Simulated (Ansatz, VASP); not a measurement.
# SnO: VASP beside Ansatz

POSCAR

```
SnO
1.0
    3.8136952200      0.0000000000      0.0000000000
    0.0000000000      3.8136952200      0.0000000000
    0.0000000000      0.0000000000      4.8869133000
Sn O
2 2
Direct
    0.5000000000      0.0000000000      0.7646261400
    0.0000000000      0.5000000000      0.2353738600
    0.0000000000      0.0000000000      0.0000000000
    0.5000000000      0.5000000000      0.0000000000
```

Contents of INCAR.step1:

```
SYSTEM = SnO
  ALGO = Normal
  EDIFF = 1E-5
  ENCUT = 910
  GGA = PE
  GGA_COMPAT = .FALSE.
  ISMEAR = -1
  LASPH = .TRUE.
  LCHARG = .FALSE.
  LREAL = .FALSE.
  LWAVE = .TRUE.
  NBANDS = 28
  NELM = 120
  PREC = Accurate
  SIGMA = 0.05
```

Contents of INCAR.step2:

```
SYSTEM = SnO
  ALGO = Normal
  EDIFF = 1E-6
  ENCUT = 910
  GGA_COMPAT = .FALSE.
  ISIF = 2
  ISMEAR = -1
  ISTART = 1
  LASPH = .TRUE.
  LCHARG = .TRUE.
  LELF = .TRUE.
  LMIXTAU = .TRUE.
  LREAL = .FALSE.
  LVHAR = .TRUE.
  LWAVE = .FALSE.
  METAGGA = R2SCAN
  NBANDS = 28
  NELM = 120
  PREC = Accurate
  SIGMA = 0.05
```

File KPOINTS:

```
k-points
0
G
  4 4 3
  0 0 0
```

File input.yaml:

```yaml
crystal:
  lattice:
    - [3.81369522, 0.0, 0.0]
    - [0.0, 3.81369522, 0.0]
    - [0.0, 0.0, 4.8869133]
  atoms:
    - { symbol: Sn, position: [0.5, 0.0, 0.76462614] }
    - { symbol: Sn, position: [0.0, 0.5, 0.23537386] }
    - { symbol: O, position: [0.0, 0.0, 0.0] }
    - { symbol: O, position: [0.5, 0.5, 0.0] }
hamiltonian:
  xc: r2scan
  pseudopotentials: { kind: paw }
kpoints:
  mp_grid: { grid: [4, 4, 3] }
scf:
  occupations: { method: fermi_dirac, width: 0.05 }
  n_extra_bands: 10
output:
  forces: true
  stress: true
  eigenvalues: true
  dos: { projected: true, de: 0.05, nscf_kmesh: { grid: [6, 6, 5] } }
  write_density: true
  write_potential: true
  elf: true
  volumetric_format: npy
```

Alike in both runs: functional r2SCAN; k mesh 4 × 4 × 3; occupations fermi-dirac, width 0.05 eV; no spin polarisation.

|  | VASP | Ansatz |
| --- | --- | --- |
| version | VASP 6.6.1 | Ansatz 0.2.0 |
| potentials or method | VASP PAW PBE potentials, release 64 (Sn_d, O_h) | Ansatz PAW |
| plane-wave cutoff (eV) | 910 | 500 |
| valence electrons in the cell | 40 | 40 |
| task | single point | projected density of states |

```tsv
	VASP	Ansatz	Ansatz less VASP
gap on the k mesh at the Fermi level (eV)	0.29	0.28	-0.008
least direct gap on the mesh (eV)	2.37	2.38	+0.013
rms of the force components (eV/Å)	0.006	0.047	+0.0412
```

VASP's potentials were made for PBE, not for r2SCAN. Atom by atom the forces differ by 0.053 eV/Å (rms over components). With one functional, cell and mesh, what is left measures potentials, basis and numerics.

The k mesh is coarse, so the values compare programs but aren't converged. Noted on VASP's run: the cutoff is short for stress, so the pressure is rough. Noted on Ansatz's run: odd divisions of the mesh miss points on the zone boundary, where band edges often lie, so the gap on the mesh can be too wide.
